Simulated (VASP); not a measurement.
# Ba8HO8 (a cell with a defect) in VASP: notebook

Ba8HO8 (a cell with a defect) is run at these levels: PBE; tasks: single point.

All numbers are computed with VASP 6.6.1; they aren't measurements. Logs are shortened: lines on timing, memory, paths and dates and some standing lists are left out, and cuts for length are marked.

## (1) The cell of the first run

The cell holds a defect, 17 atoms: a = 7.883 Å, b = 7.883 Å, c = 7.883 Å, α = 60.00°, β = 60.00°, γ = 60.00°.

## (2) Single point, PBE, collinear spin

Input file INCAR:

```
PREC = Accurate ; ENCUT = 520
EDIFF = 1E-6 ; ISMEAR = 0
SIGMA = 0.02 ; LREAL = Auto
LASPH = True ; NELM = 150
ALGO = Normal ; ISIF = 2
LWAVE = False ; LCHARG = True
ISPIN = 2 ; MAGMOM = 0 0 0 0 0 0 0 0 0 0 0 0.14 0 0.14 0.14 0.14 0.4
LORBIT = 11 ; GGA = PE
LELF = True ; LVHAR = True
NBANDS = 82
```

Input file KPOINTS:

```
regular mesh
0
Gamma
  2 2 2
```

Input file POSCAR:

```
Ba8HO8
1.0
    5.5739975432      0.0000000000     -5.5739975432
    0.0000000000      5.5739975432     -5.5739975432
    5.5739975432      5.5739975432      0.0000000000
Ba O H
8 8 1
Direct
    0.4979027132      0.0001536599     -0.0021565313
    0.4871634727      0.0061266622      0.4999648777
    0.4970124186      0.5020926146     -0.0030437760
    0.4964359023      0.5019122234      0.4988270049
    1.0000369496      0.0061425395     -0.0129261808
    0.9993086572      0.0057169024      0.4992416983
    0.9988722558      0.5019199378     -0.0036181394
    0.9938694729      0.5118446820      0.4938080756
    0.2484191084      0.2505963609      0.7484352958
    0.2473660940      0.2492128834      0.2511481193
    0.2511024609      0.7419189671      0.7511023224
    0.2629235102      0.7434613969      0.2446152854
    0.7511316551      0.2492039132      0.7473833578
    0.7492114892      0.2477697540      0.2492155745
    0.7445979242      0.7434567324      0.7629416710
    0.7452017996      0.7454335901      0.2452385365
    0.8613271647      0.9063686270      0.3612325776
```

Potentials or basis: VASP PAW PBE potentials, release 64 (Ba_sv, O, H).

Launch:

```console
$ cat potpaw_PBE.64/Ba_sv/POTCAR potpaw_PBE.64/O/POTCAR potpaw_PBE.64/H/POTCAR > POTCAR
$ mpirun -np 1 vasp_std > vasp.out
```

OUTCAR:

```text
PREC = Accurate
   ENCUT = 520
   EDIFF = 1E-6
   ISMEAR = 0
   LREAL = Auto
   LASPH = True
   NELM = 150
   ISIF = 2
   ISPIN = 2
   LORBIT = 11
   GGA = PE

 ion  position               nearest neighbor table
   1  0.498  0.000  0.998-  15 2.74  12 2.74  16 2.76   9 2.78  13 2.80  10 2.80   3 3.93   7 3.94
                             4 3.94   2 3.94   5 3.94   6 3.94   6 3.94   5 3.94   2 3.94   4 3.94
   2  0.487  0.006  0.500-  17 2.41  10 2.72   9 2.75  11 2.79  14 2.81  16 2.87  15 2.90   5 3.84
                             6 3.85   3 3.94   8 3.94   1 3.94   4 3.94   4 3.94   1 3.94   8 3.95
   3  0.497  0.502  0.997-  15 2.73  12 2.73  11 2.74  13 2.80  10 2.80  14 2.81   4 3.93   7 3.93
                             1 3.93   2 3.94   5 3.94   8 3.94   8 3.94   2 3.95   5 3.95   1 3.95
   4  0.496  0.502  0.499-  12 2.72  11 2.74  16 2.74   9 2.78  13 2.81  14 2.81   7 3.92   3 3.93
                             6 3.94   1 3.94   2 3.94   8 3.94   8 3.94   2 3.94   1 3.94   6 3.95
   5  0.000  0.006  0.987-  17 2.41  13 2.72   9 2.75  11 2.79  14 2.81  16 2.87  12 2.90   2 3.84
                             6 3.85   3 3.94   8 3.94   1 3.94   7 3.94   7 3.94   1 3.94   3 3.95
   6  0.999  0.006  0.499-  17 2.42  10 2.74  13 2.74  14 2.79  11 2.81  12 2.88  15 2.88   5 3.85
                             2 3.85   8 3.94   7 3.94   4 3.94   1 3.94   1 3.94   4 3.95   7 3.95
   7  0.999  0.502  0.996-  15 2.72  11 2.74  16 2.75   9 2.78  10 2.81  14 2.81   4 3.92   3 3.93
                             6 3.94   1 3.94   5 3.94   8 3.94   8 3.94   5 3.94   1 3.94   6 3.95
   8  0.994  0.512  0.494-  17 2.54  16 2.77  12 2.79  15 2.80  10 2.82  13 2.82   9 2.84   6 3.94
                             5 3.94   2 3.94   7 3.94   4 3.94   3 3.94   3 3.94   4 3.94   7 3.94
   9  0.248  0.251  0.748-   5 2.75   2 2.75   1 2.78   7 2.78   4 2.78   8 2.84
  10  0.247  0.249  0.251-   2 2.72   6 2.74   1 2.80   3 2.80   7 2.81   8 2.82
  11  0.251  0.742  0.751-   3 2.74   7 2.74   4 2.74   5 2.79   2 2.79   6 2.81
  12  0.263  0.743  0.245-   4 2.72   3 2.73   1 2.74   8 2.79   6 2.88   5 2.90
  13  0.751  0.249  0.747-   5 2.72   6 2.74   1 2.80   3 2.80   4 2.81   8 2.82
  14  0.749  0.248  0.249-   6 2.79   4 2.81   7 2.81   2 2.81   5 2.81   3 2.81
  15  0.745  0.743  0.763-   7 2.72   3 2.73   1 2.74   8 2.80   6 2.88   2 2.90
  16  0.745  0.745  0.245-   4 2.74   7 2.75   1 2.76   8 2.77   2 2.87   5 2.87
  17  0.861  0.906  0.361-   5 2.41   2 2.41   6 2.42   8 2.54

  LATTYP: Found a face centered cubic cell.
 ALAT       =    11.1479950864

  Lattice vectors:

 A1 = (   5.5739975432,   0.0000000000,  -5.5739975432)
 A2 = (   0.0000000000,   5.5739975432,  -5.5739975432)
 A3 = (   5.5739975432,   5.5739975432,   0.0000000000)

Analysis of symmetry for initial positions (statically):
=====================================================================
 Subroutine PRICEL returns:
 Original cell was already a primitive cell.

 Routine SETGRP: Setting up the symmetry group for a
 face centered cubic supercell.
[... 198 lines left out ...]
 cond. band min:       2.1714651005   @ k =   0.0000   0.0000   0.0000
 fundamental gap:      0.3012755177
 Fermi energy:         2.0347771347

 spin component 1

 k-point     1 :       0.0000    0.0000    0.0000
  band No.  band energies     occupation
      1     -24.1150      1.00000
      2     -23.8887      1.00000
      3     -23.8845      1.00000
      4     -23.8787      1.00000
      5     -23.8301      1.00000
      6     -23.8210      1.00000
[... 621 lines left out ...]
     75       6.7859      0.00000
     76       6.8735      0.00000
 Fermi energy:         2.0347771347

 spin component 2

 k-point     1 :       0.0000    0.0000    0.0000
  band No.  band energies     occupation
      1     -24.1111      1.00000
      2     -23.8855      1.00000
      3     -23.8821      1.00000
      4     -23.8763      1.00000
      5     -23.8280      1.00000
      6     -23.8186      1.00000
[... 621 lines left out ...]
     75       6.8057      0.00000
     76       6.8937      0.00000
 [bands above 76 left out]

------------------------ aborting loop because EDIFF is reached ----------------------------------------

  FORCE on cell =-STRESS in cart. coord.  units (eV):
  Direction    XX          YY          ZZ          XY          YZ          ZX
  --------------------------------------------------------------------------------------
  -------------------------------------------------------------------------------------
  Total        5.6912596      5.5065926      5.5104758      0.3341408      0.3779901     -0.3341736
  in kB       26.3262298     25.4720100     25.4899725      1.5456451      1.7484800     -1.5457970
  external PRESSURE =      25.7627374 kB  Pullay stress =       0.0000000 kB

 VOLUME and BASIS-vectors are now :
 -----------------------------------------------------------------------------
  energy-cutoff  :      520.00
  volume of cell :      346.36
      direct lattice vectors                 reciprocal lattice vectors
     5.573997543  0.000000000 -5.573997543     0.089702228 -0.089702228 -0.089702228
     0.000000000  5.573997543 -5.573997543    -0.089702228  0.089702228 -0.089702228
     5.573997543  5.573997543  0.000000000     0.089702228  0.089702228  0.089702228

 POSITION                                       TOTAL-FORCE (eV/Angst)
 -----------------------------------------------------------------------------------
      8.33729      5.56283     -2.77617        -0.011697      0.020288     -0.019993
      5.50225      2.82095     -2.74960         0.015876     -0.001574      0.000580
      8.32738      8.35569     -5.56901         0.007809     -0.014964      0.015246
      5.54759      5.57812     -5.56479         0.014382     -0.015127     -0.003015
      5.50215      5.53619     -0.03444         0.015958     -0.000305      0.001976
      8.35292      2.81464     -5.60201         0.018075     -0.006597      0.006778
[... 9 lines left out ...]
      5.52071      5.52200     -8.30880         0.000013      0.002745     -0.002869
      6.81454      7.06561     -9.85313         0.011559     -0.005811      0.005782
 -----------------------------------------------------------------------------------
    total drift:                               -0.006631     -0.003898      0.003823

  FREE ENERGIE OF THE ION-ELECTRON SYSTEM (eV)
  ---------------------------------------------------
  free  energy   TOTEN  =       -95.5869894477 eV

  energy  without entropy=      -95.5869894477  energy(sigma->0) =      -95.58698945

 total charge

# of ion       s       p       d       tot
------------------------------------------
    1        2.016   5.625   0.337   7.979
    2        2.016   5.623   0.347   7.986
    3        2.016   5.625   0.339   7.979
    4        2.016   5.624   0.339   7.979
    5        2.016   5.623   0.347   7.986
    6        2.016   5.623   0.346   7.985
[... 9 lines left out ...]
   16        1.561   3.359   0.000   4.920
   17        0.491   0.005   0.000   0.496
--------------------------------------------------
tot         29.101  71.924   2.729 103.753

 magnetization (x)

# of ion       s       p       d       tot
------------------------------------------
    1        0.000   0.000   0.002   0.002
    2       -0.000   0.001   0.006   0.007
    3        0.000   0.002   0.002   0.004
    4        0.000   0.002   0.002   0.004
    5       -0.000   0.001   0.006   0.007
    6       -0.000   0.001   0.006   0.007
[... 9 lines left out ...]
   16        0.002   0.082   0.000   0.084
   17        0.192   0.000   0.000   0.192
--------------------------------------------------
tot          0.201   0.453   0.032   0.686
```

Run time: 12 min. Hardware: 1 thread of AMD EPYC 9R45 (Zen 5), shared host; peak memory 0.78 GiB.

What came out:

| Item | Value |
| --- | --- |
| Free energy | -95.5870 eV |
| Pressure | 2.6 GPa |
| Largest force | 0.031 eV/Å |
| Band gap on the k mesh | 0.30 eV |
| Net moment | 1.00 μB per cell |
| Site moments | Ba +0.00, +0.01 (each value once); O +0.01, +0.07, +0.20, +0.08 (each value once); H +0.19 μB |
| Valence electrons inside the program's atomic spheres | Ba 7.98, 7.99, 7.97 (each value once); O 4.93, 4.94, 4.92, 4.90 (each value once); H 0.50 |

Forces on the atoms (eV/Å):
```
Ba  -0.012  0.020 -0.020
Ba   0.016 -0.002  0.001
Ba   0.008 -0.015  0.015
Ba   0.014 -0.015 -0.003
Ba   0.016  0.000  0.002
Ba   0.018 -0.007  0.007
Ba   0.014  0.003  0.015
Ba   0.008  0.004 -0.003
O   -0.008 -0.005  0.005
O   -0.016 -0.005 -0.006
O   -0.008  0.006 -0.006
O   -0.015  0.018  0.012
O   -0.016  0.006  0.005
O   -0.018  0.007 -0.007
O   -0.015 -0.012 -0.018
O    0.000  0.003 -0.003
H    0.012 -0.006  0.006
```

Caveat: the k points lie up to 0.49 Å⁻¹ apart; semilocal functionals underestimate gaps, and a narrow one can read as zero; spin-orbit coupling is left out, which moves the levels of the heavy elements.

## (3) Single point, PBE, collinear spin

Input file INCAR:

```
SYSTEM = Ba8HO8
  ALGO = Normal
  EDIFF = 1E-7
  ENCUT = 520
  GGA = PE
  ISIF = 2
  ISMEAR = 0
  ISPIN = 2
  LASPH = .TRUE.
  LCHARG = .FALSE.
  LORBIT = 11
  LREAL = Auto
  LWAVE = .FALSE.
  MAGMOM = 0 0 0 0 0 0 0 0 0 0 0 0.14 0 0.14 0.14 0.14 0.4
  NBANDS = 82
  NELM = 150
  PREC = Accurate
  SIGMA = 0.02
```

Input file KPOINTS:

```
k-points
0
G
  2 2 2
  0 0 0
```

Input file POSCAR:

```
Ba8HO8
1.0
    5.5739975432      0.0000000000     -5.5739975432
    0.0000000000      5.5739975432     -5.5739975432
    5.5739975432      5.5739975432      0.0000000000
Ba O H
8 8 1
Direct
    0.5104004761      0.0046417315      0.0103663483
    0.4950504514     -0.0104784761      0.5175018427
    0.4952906740      0.5114302577     -0.0047375335
    0.4993609126      0.4964421815      0.5018689869
    1.0175732867     -0.0104894198     -0.0049906732
    1.0015781236     -0.0054727329      0.5015596039
    1.0018882242      0.4964430785     -0.0006534807
    0.9993392456      0.4942286893      0.4993232377
    0.2521317042      0.2393668978      0.7521204427
    0.2309292371      0.2495894534      0.2546621144
    0.2478652869      0.7423472056      0.7478486432
    0.2519571437      0.7467458440      0.2447632044
    0.7546599128      0.2495893637      0.7309299059
    0.7466490553      0.2411305333      0.2466221037
    0.7447456637      0.7467621698      0.7519622080
    0.7546866441      0.7258303343      0.2546905500
    0.6645147349      1.1584866068      0.1644319885
```

Potentials or basis: VASP PAW PBE potentials, release 64 (Ba_sv, O, H).

Launch:

```console
$ cat potpaw_PBE.64/Ba_sv/POTCAR potpaw_PBE.64/O/POTCAR potpaw_PBE.64/H/POTCAR > POTCAR
$ mpirun -np 1 vasp_std > vasp.out
```

Wall time 14 min (1 thread of Intel Xeon Platinum 8488C (Sapphire Rapids), shared host); peak memory 0.82 GiB.

Results (log left out):

| Quantity | Value |
| --- | --- |
| Free energy | -95.6443 eV |
| Pressure | 2.7 GPa |
| Largest force | 0.266 eV/Å |
| Band gap on the k mesh | 0.46 eV |
| Net moment | 1.00 μB per cell |
| Site moments | Ba +0.01, +0.03, +0.00 (each value once); O +0.00, +0.01, +0.28 (each value once); H +0.16 μB |
| Valence electrons inside the program's atomic spheres | Ba 7.97, 8.00, 7.98 (each value once); O 4.93, 4.95, 4.90 (each value once); H 0.49 |

Forces in eV/Å, atoms in the order of the input:
```
Ba   0.013  0.019 -0.019
Ba  -0.024 -0.021  0.032
Ba  -0.040 -0.019  0.019
Ba  -0.037 -0.032  0.035
Ba  -0.024 -0.032  0.021
Ba  -0.023 -0.038  0.038
Ba  -0.037 -0.035  0.032
Ba   0.016  0.011 -0.011
O    0.005  0.005 -0.005
O    0.013 -0.002 -0.009
O   -0.026 -0.024  0.024
O    0.006  0.006 -0.008
O    0.013  0.009  0.002
O   -0.011 -0.014  0.013
O    0.006  0.008 -0.006
O   -0.002  0.006 -0.006
H    0.153  0.154 -0.153
```

Stress tensor (GPa, compression positive):
```
 2.75 -0.51  0.51
-0.51  2.74  0.51
 0.51  0.51  2.74
```

Levels at points of the mesh, in eV from the valence-band top:
Spin up:
| k point | band 61 | band 62 | band 63 | band 64 | band 65 | band 66 | band 67 | band 68 | band 69 | band 70 |
| --- | --- | --- | --- | --- | --- | --- | --- | --- | --- | --- |
| (0.00, 0.00, 0.00) | -0.96 | -0.88 | -0.86 | -0.85 | -0.48 | 1.21 | 1.21 | 2.07 | 3.23 | 3.75 |
| (0.50, 0.00, 0.00) | -1.54 | -1.53 | -1.50 | -1.47 | -0.04 | 2.69 | 2.71 | 2.72 | 2.81 | 2.85 |
| (0.00, 0.50, 0.00) | -1.54 | -1.53 | -1.50 | -1.47 | -0.03 | 2.69 | 2.71 | 2.72 | 2.81 | 2.85 |
| (0.00, 0.00, 0.50) | -1.54 | -1.53 | -1.50 | -1.47 | -0.04 | 2.69 | 2.71 | 2.72 | 2.81 | 2.85 |
| (0.50, 0.50, 0.50) | -1.54 | -1.53 | -1.48 | -1.48 | 0.00 | 2.73 | 2.73 | 2.80 | 2.84 | 2.84 |
| (0.50, 0.50, 0.00) | -1.06 | -1.06 | -1.03 | -1.00 | -0.06 | 2.14 | 2.46 | 3.61 | 3.67 | 3.75 |
| (0.00, 0.50, 0.50) | -1.06 | -1.06 | -1.03 | -1.00 | -0.06 | 2.14 | 2.46 | 3.61 | 3.67 | 3.75 |
| (0.50, 0.00, 0.50) | -1.06 | -1.06 | -1.03 | -1.00 | -0.06 | 2.14 | 2.46 | 3.62 | 3.67 | 3.75 |
Spin down:
```
           k point  band 60  band 61  band 62  band 63  band 64  band 65  band 66  band 67  band 68  band 69
(0.00, 0.00, 0.00)    -0.94    -0.94    -0.85    -0.85    -0.85     0.46     1.22     1.22     2.22     3.46
(0.50, 0.00, 0.00)    -1.55    -1.51    -1.49    -1.48    -1.46     1.13     2.72     2.74     2.76     2.82
(0.00, 0.50, 0.00)    -1.55    -1.51    -1.48    -1.48    -1.46     1.13     2.72     2.74     2.76     2.82
(0.00, 0.00, 0.50)    -1.55    -1.51    -1.49    -1.48    -1.46     1.13     2.72     2.74     2.76     2.82
(0.50, 0.50, 0.50)    -1.53    -1.53    -1.52    -1.47    -1.47     1.13     2.74     2.74     2.85     2.85
(0.50, 0.50, 0.00)    -1.11    -1.05    -1.02    -1.00    -0.99     1.09     2.20     2.57     3.67     3.68
(0.00, 0.50, 0.50)    -1.11    -1.05    -1.02    -1.00    -0.99     1.09     2.20     2.57     3.67     3.68
(0.50, 0.00, 0.50)    -1.11    -1.05    -1.02    -1.00    -0.99     1.09     2.19     2.57     3.67     3.68
```

Caveat: the k points lie up to 0.49 Å⁻¹ apart; semilocal functionals underestimate gaps, and a narrow one can read as zero; spin-orbit coupling is left out, which moves the levels of the heavy elements.
